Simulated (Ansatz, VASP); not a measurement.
One calculation of AgB2, two programs

```xyz
3
Lattice="2.9900 0.0000 0.0000 -1.4950 2.5894 0.0000 0.0000 0.0000 3.2292" Properties=species:S:1:pos:R:3 pbc="T T T"
Ag    0.0000    0.0000    0.0000
B     0.0000    1.7263    1.6146
B     1.4950    0.8631    1.6146
```

Change from the starting cell: volume scaled by 0.99.

Alike in both runs: task single point; functional PBEsol; k mesh 16 × 16 × 13; occupations fermi-dirac, width 0.05 eV; no spin polarisation.

```csv
,VASP,Ansatz
version,VASP 6.6.1,Ansatz 0.2.0
potentials or method,"VASP PAW PBE potentials, release 64 (Ag, B), cutoff 520 eV","all-electron LAPW, scalar-relativistic"
```

```tsv
	VASP	Ansatz	Ansatz less VASP
pressure (GPa)	50.6	50.5	-0.07
traceless stress, the component that is largest in VASP (GPa)	20.81	20.97	+0.165
```

VASP's potentials were made for PBE, not for PBEsol. Both programs put the cell under a high pressure, so it lies far from rest at this level. Ansatz ran all-electron here, and VASP with PAW potentials.
